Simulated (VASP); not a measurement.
Input of a VASP 6.6.1 run:

INCAR

```
SYSTEM = NaI
ALGO = Normal ; EDIFF = 1E-7
EDIFFG = -0.01 ; ENCUT = 600
GGA = PS ; IBRION = 2
ISIF = 3 ; ISMEAR = -1
LASPH = .True. ; LCHARG = .False.
LREAL = .False. ; LWAVE = .False.
NELM = 80 ; NSW = 100
PREC = Accurate ; SIGMA = 0.03
```

Contents of KPOINTS:

```
k-points
0
Gamma
  6 6 6
  0 0 0
```

The input POSCAR:

```
NaI
1.0
    0.0000000000      3.3420497682      3.3420497682
    3.3420497682      0.0000000000      3.3420497682
    3.3420497682      3.3420497682      0.0000000000
Na I
1 1
Direct
    0.0000000000      0.0000000000      0.0000000000
    0.2500000000      0.2500000000      0.2500000000
```

Potentials or basis: VASP PAW PBE potentials, release 64 (Na_pv, I).

Command:

```console
$ cat potpaw_PBE.64/Na_pv/POTCAR potpaw_PBE.64/I/POTCAR > POTCAR
$ mpirun -np 1 vasp_std > vasp.out
```

Task: Estimate the space group after relaxing (to 0.1 Å).

Result: F-43m (No. 216).

Task: What does it give for the band gap on the k mesh?

Result: 3.74 eV.

Task: Estimate the relaxed cell.

Result: a = 4.994 Å, b = 4.994 Å, c = 4.994 Å, α = 60.00°, β = 60.00°, γ = 60.00°.

Task: Predict the relaxed volume.

Result: 44.04 Å³/atom.

Step by step:
| step | energy change (eV) | largest force (eV/Å) | pressure (GPa) | volume (Å³) |
| --- | --- | --- | --- | --- |
| 1 | 0.0000 | 0.0000 | 2.75 | 74.66 |
| 2 | -0.0806 | 0.0000 | 1.01 | 81.79 |
| 3 | -0.0987 | 0.0000 | 0.18 | 86.85 |
| 4 | -0.0994 | 0.0000 | 0.02 | 88.08 |

Caveat: the volume moved by over 15 % at a fixed basis, so the end points are rough; the structure was generated, so it needn't be the stable form of NaI; the PAW data sets were made with another functional, which shifts forces and pressure a little; spin-orbit coupling is left out, which moves the levels of the heavy elements.
